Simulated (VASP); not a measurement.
# AlNi (Cmmm) in VASP: notebook

The runs below take AlNi through single point, with PBEsol.

Program: VASP 6.6.1. These are calculated values, not measurements. Logs are shortened: lines on timing, memory, paths and dates and some standing lists are left out, and cuts for length are marked.

## Step 1: The cell of the first run

It takes space group Cmmm (No. 65, orthorhombic). The conventional cell has a = 3.897 Å, b = 3.906 Å, c = 3.099 Å, α = 90.00°, β = 90.00°, γ = 90.00°. Within 3.3 Å of Al (site symmetry mmm) lie 8 Ni at 2.49 Å and 6 Al at 2.76 to 3.10 Å. Within 3.3 Å of Ni (site symmetry mmm) lie 8 Al at 2.49 Å and 6 Ni at 2.76 to 3.10 Å.

## Step 2: Single point, PBEsol (strain +0.0050 x Voigt [1, 0, 0, 0, 0, 0])

Input file INCAR:

```
SYSTEM = AlNi
  PREC = Accurate
  ENCUT = 520
  EDIFF = 1E-6
  ISMEAR = 0
  SIGMA = 0.15
  LREAL = .False.
  LASPH = .True.
  NELM = 80
  ALGO = Fast
  ISIF = 2
  LWAVE = .False.
  LCHARG = .False.
  GGA = PS
  NBANDS = 14
```

Input file KPOINTS:

```
regular mesh
0
Gamma
  18 18 16
  0 0 0
```

Input file POSCAR:

```
AlNi
1.0
    1.9483874700     -1.9531901500      0.0000000000
    1.9483874700      1.9531901500      0.0000000000
    0.0000000000      0.0000000000      3.0994300413
Al Ni
1 1
Direct
    0.0000000000      0.0000000000      0.0000000000
    0.5000000000      0.5000000000      0.5000000000
```

Potentials or basis: VASP PAW PBE potentials, release 64 (Al, Ni).

Command:

```sh
> cat potpaw_PBE.64/Al/POTCAR potpaw_PBE.64/Ni/POTCAR > POTCAR
> mpirun -np 1 vasp_std > vasp.out
```

OUTCAR:

```text
SYSTEM = AlNi
   PREC = Accurate
   ENCUT = 520
   EDIFF = 1E-6
   ISMEAR = 0
   LREAL = .False.
   LASPH = .True.
   NELM = 80
   ISIF = 2
   GGA = PS

 ion  position               nearest neighbor table
   1  0.000  0.000  0.000-   2 2.49   2 2.49   2 2.49   2 2.49   2 2.49   2 2.49   2 2.49   2 2.49

   2  0.500  0.500  0.500-   1 2.49   1 2.49   1 2.49   1 2.49   1 2.49   1 2.49   1 2.49   1 2.49

  LATTYP: Found a base centered orthorhombic cell.
 ALAT       =     3.8967749400
 B/A-ratio  =     1.0024649512
 C/A-ratio  =     0.7953833847

  Lattice vectors:

 A1 = (   1.9483874700,  -1.9531901500,   0.0000000000)
 A2 = (   1.9483874700,   1.9531901500,   0.0000000000)
 A3 = (   0.0000000000,   0.0000000000,   3.0994300413)

Analysis of symmetry for initial positions (statically):
=====================================================================
 Subroutine PRICEL returns:
 Original cell was already a primitive cell.

 Routine SETGRP: Setting up the symmetry group for a
 base centered orthorhombic supercell.

 Subroutine GETGRP returns: Found  8 space group operations
 (whereof  8 operations were pure point group operations)
 out of a pool of  8 trial point group operations.

The static configuration has the point symmetry D_2h.

Analysis of symmetry for dynamics (positions and initial velocities):
=====================================================================
 Subroutine PRICEL returns:
 Original cell was already a primitive cell.

 Routine SETGRP: Setting up the symmetry group for a
 base centered orthorhombic supercell.

 Subroutine GETGRP returns: Found  8 space group operations
 (whereof  8 operations were pure point group operations)
 out of a pool of  8 trial point group operations.

The dynamic configuration has the point symmetry D_2h.

 Subroutine INISYM returns: Found  8 space group operations
 (whereof  8 operations are pure point group operations),
 and found     1 'primitive' translations

----------------------------------------------------------------------------------------

                                     Primitive cell

  volume of cell :      23.5902

  direct lattice vectors                    reciprocal lattice vectors
     1.948387470 -1.953190150  0.000000000     0.256622467 -0.255991461  0.000000000
     1.948387470  1.953190150  0.000000000     0.256622467  0.255991461  0.000000000
     0.000000000  0.000000000  3.099430041     0.000000000  0.000000000  0.322639965

  length of vectors
     2.758834083  2.758834083  3.099430041     0.362473059  0.362473059  0.322639965

  position of ions in fractional coordinates (direct lattice)
     0.000000000  0.000000000  0.000000000
     0.500000000  0.500000000  0.500000000

  ion indices of the primitive-cell ions
   primitive index   ion index
                 1           1
                 2           2

----------------------------------------------------------------------------------------

 KPOINTS: regular mesh

Automatic generation of k-mesh.
 Grid dimensions read from file:
 generate k-points for:   18   18   16

 Generating k-lattice:

  Cartesian coordinates                     Fractional coordinates (reciprocal lattice)
     0.014256804 -0.014221748  0.000000000     0.055555556 -0.000000000  0.000000000
     0.014256804  0.014221748  0.000000000    -0.000000000  0.055555556  0.000000000
     0.000000000  0.000000000  0.020164998     0.000000000  0.000000000  0.062500000

  Length of vectors
     0.020137392  0.020137392  0.020164998

  Shift w.r.t. Gamma in fractional coordinates (k-lattice)
     0.000000000  0.000000000  0.000000000

 Subroutine IBZKPT returns following result:
 ===========================================

 Found    819 irreducible k-points:

 Following reciprocal coordinates:
            Coordinates               Weight
  0.000000  0.000000  0.000000      1.000000
  0.055556  0.000000  0.000000      4.000000
  0.111111  0.000000  0.000000      4.000000
  0.166667  0.000000  0.000000      4.000000
  0.222222  0.000000  0.000000      4.000000
  0.277778  0.000000  0.000000      4.000000
[... 16 lines left out ...]
 -0.277778  0.055556  0.000000      4.000000
 -0.222222  0.055556  0.000000      4.000000
 [... further k-points ...]
   k-points           NKPTS =    819   k-points in BZ     NKDIM =    819   number of bands    NBANDS=     14
   number of dos      NEDOS =    301   number of ions     NIONS =      2
   total plane-waves  NPLWV =  13824
   dimension x,y,z NGX =    24 NGY =   24 NGZ =   24
   dimension x,y,z NGXF=    48 NGYF=   48 NGZF=   48
   ions per type =               1   1
   NGX,Y,Z   is equivalent  to a cutoff of  14.46, 14.46, 12.87 a.u.
   NGXF,Y,Z  is equivalent  to a cutoff of  28.92, 28.92, 25.75 a.u.
 SYSTEM =  AlNi
   PREC   = accura    normal or accurate (medium, high low for compatibility)
   ISTART =      0    job   : 0-new  1-cont  2-samecut
   ICHARG =      2    charge: 1-file 2-atom 10-const
   ISPIN  =      1    spin polarized calculation?
   LNONCOLLINEAR =      F non collinear calculations
   LSORBIT =      F    spin-orbit coupling
   LASPH  =      T    aspherical Exc in radial PAW
   ENCUT  =  520.0 eV  38.22 Ry    6.18 a.u.   5.13  5.13  5.76*2*pi/ulx,y,z
   NELM   =     80;   NELMIN=  2; NELMDL= -5     # of ELM steps
   EDIFF  = 0.1E-05   stopping-criterion for ELM
   LREAL  =      F    real-space projection
   EDIFFG = 0.1E-04   stopping-criterion for IOM
   NSW    =      0    number of steps for IOM
   IBRION =     -1    ionic relax: 0-MD 1-quasi-New 2-CG
   NFREE  =      0    steps in history (QN), initial steepest desc. (CG)
   ISIF   =      2    stress and relaxation
   ISYM   =      2    0-nonsym 1-usesym 2-fastsym
   POTIM  = 0.5000    time-step for ionic-motion
   TEBEG  =    0.0;   TEEND  =   0.0 temperature during run
   PSTRESS=    0.0 pullay stress
   NELECT =      13.0000    total number of electrons
   NUPDOWN=      -1.0000    fix difference up-down
   EMIN   =  10.00;   EMAX   =-10.00  energy-range for DOS
   EFERMI =   0.00;   METHOD = LEGACY
   ISMEAR =     0;   SIGMA  =   0.15  broadening in eV -4-tet -1-fermi 0-gaus
   EFERMI_NEDOS =   21; number of points for ismear=-14 and -15
   IALGO  =     68    algorithm
   IMIX   =      4    mixing-type and parameters
     AMIX     =   0.40;   BMIX     =  1.00
     AMIX_MAG =   1.60;   BMIX_MAG =  1.00
  volume/ion in A,a.u.               =      11.80        79.60
  Fermi-wavevector in a.u.,A,eV,Ry     =   1.342184  2.536360 24.510322  1.801458
  Thomas-Fermi vector in A             =   2.470358
   LORBIT       =      0    0 simple, 1 ext, 2 COOP (PROOUT), +10 PAW based schemes
   GGA     = PS    functional components
   LHFCALC =     F    Hartree Fock is set to
   AEXX    =    0.0000 exact exchange contribution
   IVDW    =     0    specifies the selected vdW correction
   LEPSILON=     F    determine dielectric tensor
   LRPA    =     F    only Hartree local field effects (RPA)
 non-spin polarized calculation
 RMM-DIIS sequential band-by-band and
 Gauss-broadening in eV      SIGMA  =   0.15
  energy-cutoff  :      520.00
  volume of cell :       23.59
 maximum number of plane-waves:       652
 NGX is ok and might be reduce to    24
   NGX = 11   NGY = 11   NGZ = 11

 number of electron      13.0000005 magnetization

 Free energy of the ion-electron system (eV)
  ---------------------------------------------------
  ext. energy  EPLUGINS =         0.00000000
  ---------------------------------------------------
  free energy    TOTEN  =       -11.54967233 eV

  energy without entropy =      -11.53988929  energy(sigma->0) =      -11.54478081

 E-fermi :  10.0815     XC(G=0): -12.2323

 val. band max:       10.0807624401   @ k =   0.3889   0.1111   0.2500
 cond. band min:      10.0833599641   @ k =  -0.3889   0.1111   0.2500
 fundamental gap:      0.0025975241
 Fermi energy:        10.0815377567

 k-point     1 :       0.0000    0.0000    0.0000
  band No.  band energies     occupation
      1      -1.1656      2.00000
      2       6.6764      2.00000
      3       6.8128      2.00000
      4       8.4321      2.00000
      5       8.4385      2.00000
      6       8.7307      2.00000
      7      13.0544      0.00000
      8      17.0733      0.00000
      9      17.0878      0.00000
     10      17.2687      0.00000
     11      18.7177      0.00000
     12      24.5919      0.00000
     13      30.4457      0.00000
     14      30.4489      0.00000

 k-point     2 :       0.0556    0.0000    0.0000
  band No.  band energies     occupation
      1      -1.1037      2.00000
      2       6.6931      2.00000
      3       6.8189      2.00000
      4       8.3897      2.00000
      5       8.4392      2.00000
      6       8.7059      2.00000
      7      13.1511      0.00000
      8      16.1408      0.00000
      9      17.1562      0.00000
     10      17.3737      0.00000
     11      19.4160      0.00000
     12      24.8809      0.00000
     13      29.4748      0.00000
     14      30.4584      0.00000

 k-point     3 :       0.1111    0.0000    0.0000
  band No.  band energies     occupation
      1      -0.9185      2.00000
      2       6.7377      2.00000
      3       6.8332      2.00000
      4       8.2661      2.00000
      5       8.4495      2.00000
      6       8.6359      2.00000
      7      13.4291      0.00000
      8      14.7410      0.00000
      9      17.3792      0.00000
     10      17.4243      0.00000
     11      20.3567      0.00000
     12      25.7493      0.00000
     13      27.9465      0.00000
     14      30.5157      0.00000

 k-point     4 :       0.1667    0.0000    0.0000
  band No.  band energies     occupation
      1      -0.6117      2.00000
      2       6.7703      2.00000
      3       6.8638      2.00000
      4       8.0936      2.00000
      5       8.4655      2.00000
      6       8.5323      2.00000
      7      13.3453      0.00000
      8      13.8603      0.00000
      9      17.4904      0.00000
     10      17.7395      0.00000
     11      21.0853      0.00000
     12      26.4096      0.00000
     13      27.1178      0.00000
     14      29.3398      0.00000

 k-point     5 :       0.2222    0.0000    0.0000
  band No.  band energies     occupation
      1      -0.1866      2.00000
      2       6.6966      2.00000
      3       6.9450      2.00000
      4       7.9034      2.00000
      5       8.4106      2.00000
      6       8.4853      2.00000
      7      12.0804      0.00000
      8      14.4152      0.00000
      9      17.5781      0.00000
     10      18.2229      0.00000
     11      21.6539      0.00000
[... 276 lines left out ...]
 k-point    22 :      -0.3333    0.0556    0.0000
  band No.  band energies     occupation
      1       1.0542      2.00000
      2       6.0036      2.00000
      3       7.1561      2.00000
      4       7.5716      2.00000
      5       8.1541      2.00000
      6       8.4925      2.00000
      7      10.3614      0.00833
      8      15.8862      0.00000
      9      17.5817      0.00000
     10      19.1414      0.00000
     11      22.2933      0.00000
     12      23.1219      0.00000
     13      24.8927      0.00000
     14      26.0265      0.00000

 k-point    23 :      -0.2778    0.0556    0.0000
  band No.  band energies     occupation
      1       0.4098      2.00000
      2       6.4800      2.00000
      3       7.0577      2.00000
      4       7.7275      2.00000
      5       8.2579      2.00000
      6       8.4715      2.00000
      7      11.0886      0.00000
      8      15.1518      0.00000
      9      17.3238      0.00000
     10      18.6034      0.00000
     11      22.7754      0.00000
     12      23.5926      0.00000
     13      25.9786      0.00000
     14      26.9839      0.00000

 k-point    24 :      -0.2222    0.0556    0.0000
  band No.  band energies     occupation
      1      -0.1277      2.00000
      2       6.7169      2.00000
      3       6.9574      2.00000
      4       7.9084      2.00000
      5       8.3779      2.00000
      6       8.4493      2.00000
      7      12.1264      0.00000
      8      14.4999      0.00000
      9      17.0231      0.00000
     10      18.2118      0.00000
     11      22.3010      0.00000
     12      24.9827      0.00000
     13      27.1799      0.00000
     14      28.1690      0.00000

 [... further k-points ...]

------------------------ aborting loop because EDIFF is reached ----------------------------------------

  FORCE on cell =-STRESS in cart. coord.  units (eV):
  Direction    XX          YY          ZZ          XY          YZ          ZX
  --------------------------------------------------------------------------------------
  -------------------------------------------------------------------------------------
  Total        0.3441312      0.2662793     -0.6317874     -0.0000000      0.0000000      0.0000000
  in kB       23.3723797     18.0849059    -42.9091471     -0.0000000      0.0000000      0.0000000
  external PRESSURE =      -0.4839539 kB  Pullay stress =       0.0000000 kB

 VOLUME and BASIS-vectors are now :
 -----------------------------------------------------------------------------
  energy-cutoff  :      520.00
  volume of cell :       23.59
      direct lattice vectors                 reciprocal lattice vectors
     1.948387470 -1.953190150  0.000000000     0.256622467 -0.255991461  0.000000000
     1.948387470  1.953190150  0.000000000     0.256622467  0.255991461  0.000000000
     0.000000000  0.000000000  3.099430041     0.000000000  0.000000000  0.322639965

 POSITION                                       TOTAL-FORCE (eV/Angst)
 -----------------------------------------------------------------------------------
      0.00000      0.00000      0.00000        -0.000000     -0.000000      0.000000
      1.94839      0.00000      1.54972         0.000000      0.000000      0.000000
 -----------------------------------------------------------------------------------
    total drift:                                0.000000     -0.000000     -0.000000

  FREE ENERGIE OF THE ION-ELECTRON SYSTEM (eV)
  ---------------------------------------------------
  free  energy   TOTEN  =       -11.5496723315 eV

  energy  without entropy=      -11.5398892859  energy(sigma->0) =      -11.54478081
```

Wall time 4.8 min (1 thread of Intel Xeon 8259CL, shared host); peak memory 0.38 GiB.

What came out:

* Free energy: -11.5497 eV
* Pressure: 0.0 GPa
* Band gap on the k mesh: zero (an odd number of electrons rules out a gap without spin polarisation)

Stress tensor (GPa, compression positive):
```
 2.34  0.00  0.00
 0.00  1.81  0.00
 0.00  0.00 -4.29
```

Levels at points of the mesh, in eV from the Fermi level:
```tsv
k point	band 3	band 4	band 5	band 6	band 7	band 8	band 9	band 10	band 11	band 12
(0.00, 0.00, 0.00)	-3.27	-1.65	-1.64	-1.35	2.97	6.99	7.01	7.19	8.64	14.51
(0.50, 0.00, 0.00)	-2.79	-2.74	-2.07	-1.52	-0.37	7.80	7.94	9.38	11.56	12.64
(0.50, 0.50, 0.00)	-2.43	-2.43	-2.39	-2.35	-0.85	2.19	3.26	10.78	13.55	13.59
(0.00, 0.00, 0.50)	-2.96	-2.09	-2.08	-1.31	-1.23	8.40	11.14	11.15	11.46	11.46
(0.50, 0.00, 0.50)	-3.42	-2.85	-1.99	-1.90	-1.21	1.28	2.19	13.54	15.54	16.06
(0.50, 0.50, 0.50)	-4.13	-1.18	-0.84	1.84	2.10	2.14	3.91	4.09	4.12	5.35
```

Caveat: the cell differs from its parent crystal (strain +0.0050 x Voigt [1, 0, 0, 0, 0, 0]); the PAW data sets were made with another functional, which shifts forces and pressure a little. Spin polarisation is off, so any magnetic state and its effect on volume and gap are missing.

## Step 3: Single point, PBEsol (strain +0.0100 x Voigt [1, 0, 0, 0, 0, 0])

Input file INCAR:

```
SYSTEM = AlNi
PREC = Accurate ; ENCUT = 520
EDIFF = 1E-6 ; ISMEAR = 0
SIGMA = 0.15 ; LREAL = .False.
LASPH = .True. ; NELM = 80
ALGO = Fast ; ISIF = 2
LWAVE = .False. ; LCHARG = .False.
GGA = PS ; NBANDS = 14
```

Input file KPOINTS:

```
Automatic mesh
0
Gamma
  18 18 16
  0 0 0
```

Input file POSCAR:

```
AlNi
1.0
    1.9580809400     -1.9531901500      0.0000000000
    1.9580809400      1.9531901500      0.0000000000
    0.0000000000      0.0000000000      3.0994300413
Al Ni
1 1
Direct
    0.0000000000      0.0000000000      0.0000000000
    0.5000000000      0.5000000000      0.5000000000
```

Potentials or basis: VASP PAW PBE potentials, release 64 (Al, Ni).

Command:

```sh
> cat potpaw_PBE.64/Al/POTCAR potpaw_PBE.64/Ni/POTCAR > POTCAR
> mpirun -np 1 vasp_std > vasp.out
```

Run time: 5.1 min. Hardware: 1 thread of Intel Xeon 8259CL, shared host; peak memory 0.38 GiB.

It converged, with:

* Free energy: -11.5507 eV
* Pressure: -0.9 GPa
* Band gap on the k mesh: zero (an odd number of electrons rules out a gap without spin polarisation)

Stress tensor (GPa, compression positive):
```
 0.85  0.00  0.00
 0.00  1.38  0.00
 0.00  0.00 -5.06
```

Levels at points of the mesh, in eV from the Fermi level:
```tsv
k point	band 5	band 6	band 7	band 8	band 9	band 10
(0.00, 0.00, 0.00)	-1.63	-1.35	3.01	6.93	6.95	7.20
(0.50, 0.00, 0.00)	-2.06	-1.51	-0.37	7.83	7.95	9.36
(0.50, 0.50, 0.00)	-2.39	-2.35	-0.85	2.16	3.22	10.76
(0.00, 0.00, 0.50)	-2.07	-1.30	-1.21	8.39	11.08	11.10
(0.50, 0.00, 0.50)	-1.98	-1.90	-1.20	1.28	2.18	13.45
(0.50, 0.50, 0.50)	-0.84	1.85	2.10	2.14	3.87	4.08
```

Caveat: the cell differs from its parent crystal (strain +0.0100 x Voigt [1, 0, 0, 0, 0, 0]); the PAW data sets were made with another functional, which shifts forces and pressure a little. Spin polarisation is off, so any magnetic state and its effect on volume and gap are missing.

## Step 4: Single point, PBEsol (strain +0.0150 x Voigt [1, 0, 0, 0, 0, 0])

Input file INCAR:

```
PREC = Accurate
ENCUT = 520
EDIFF = 1E-6
ISMEAR = 0
SIGMA = 0.15
LREAL = F
LASPH = T
NELM = 100
ALGO = Fast
ISIF = 2
LWAVE = F
LCHARG = F
GGA = PS
NBANDS = 14
```

Input file KPOINTS:

```
Automatic mesh
0
Gamma
  18 18 16
```

Input file POSCAR:

```
AlNi
1.0
    1.9677744100     -1.9531901500      0.0000000000
    1.9677744100      1.9531901500      0.0000000000
    0.0000000000      0.0000000000      3.0994300413
Al Ni
1 1
Direct
    0.0000000000      0.0000000000      0.0000000000
    0.5000000000      0.5000000000      0.5000000000
```

Command:

```sh
> cat potpaw_PBE.64/Al/POTCAR potpaw_PBE.64/Ni/POTCAR > POTCAR
> mpirun -np 1 vasp_std > vasp.out
```

Run time: 4.8 min. Hardware: 1 thread of Intel Xeon 8259CL, shared host; peak memory 0.38 GiB.

It converged, with:

- Free energy: -11.5506 eV
- Pressure: -1.8 GPa
- Band gap on the k mesh: zero (an odd number of electrons rules out a gap without spin polarisation)

Stress tensor (GPa, compression positive):
```
-0.55  0.00  0.00
 0.00  1.02  0.00
 0.00  0.00 -5.75
```

Levels at points of the mesh, in eV from the Fermi level:
```
           k point  band 3  band 4  band 5  band 6  band 7  band 8  band 9  band 10  band 11  band 12
(0.00, 0.00, 0.00)   -3.22   -1.63   -1.61   -1.34    3.05    6.86    6.91     7.21     8.59    14.30
(0.50, 0.00, 0.00)   -2.75   -2.68   -2.05   -1.50   -0.38    7.85    7.96     9.35    11.44    12.46
(0.50, 0.50, 0.00)   -2.43   -2.39   -2.38   -2.32   -0.85    2.14    3.18    10.75    13.50    13.63
(0.00, 0.00, 0.50)   -2.91   -2.08   -2.05   -1.30   -1.19    8.38   11.02    11.06    11.34    11.34
(0.50, 0.00, 0.50)   -3.37   -2.83   -1.97   -1.89   -1.19    1.27    2.16    13.36    15.44    15.98
(0.50, 0.50, 0.50)   -4.07   -1.15   -0.84    1.86    2.06    2.18    3.83     4.04     4.13     5.27
```

Caveat: the cell differs from its parent crystal (strain +0.0150 x Voigt [1, 0, 0, 0, 0, 0]); the PAW data sets were made with another functional, which shifts forces and pressure a little.

## Step 5: Overview

```tsv
cell	gap on the mesh (eV)	pressure (GPa)
a = 2.759, b = 2.759, c = 3.099 Å, angles 90.0, 90.0, 90.1°, 2 atoms	none	0.0
a = 2.766, b = 2.766, c = 3.099 Å, angles 90.0, 90.0, 89.9°, 2 atoms	none	-0.9
a = 2.773, b = 2.773, c = 3.099 Å, angles 90.0, 90.0, 89.6°, 2 atoms	none	-1.8
```

Alike in all rows: task single point; level PBEsol; potentials or basis VASP PAW PBE potentials, release 64 (Al, Ni); no spin polarisation; k mesh 18 × 18 × 16; cutoff (eV) 520; smearing gaussian 0.15 eV.

Caveats: the PAW data sets were made with another functional, which shifts forces and pressure a little.

Absolute energies hang on the potentials; compare differences alone.
